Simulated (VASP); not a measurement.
Crystal: ZnO (zincite).

```
Zn O
1.0
     3.29207    0.00000    0.00000
    -1.64603    2.85101    0.00000
     0.00000    0.00000    5.27421
Zn O
2 2
Direct
  0.66667 0.33333 0.00000
  0.33333 0.66667 0.50000
  0.33333 0.66667 0.87901
  0.66667 0.33333 0.37901
```

Base run:

- Program: VASP 6.6.1
- Functional: revPBE
- Potentials or basis: VASP PAW PBE potentials, release 64 (Zn, O)
- Cutoff: 520 eV
- k mesh: 9 × 9 × 5
- Occupations: fermi-dirac, width 0.05 eV
- Spin: no spin polarisation

Its results: band gap on the k mesh 0.80 eV, direct; pressure 3.6 GPa; largest force 0.065 eV/Å.

Q: The run is repeated on the same cell with these changes: further incar settings from ALGO = Normal; EDIFF = 1e-07; NBANDS = 26 to ALGO = Normal; EDIFF = 1e-06; NBANDS = 26; dispersion from none to D4. What comes out?

A: Band gap on the k mesh 0.80 eV, direct; pressure -2.9 GPa; largest force 0.058 eV/Å.

Caveats: the PAW data sets were made with another functional, which shifts forces and pressure a little.

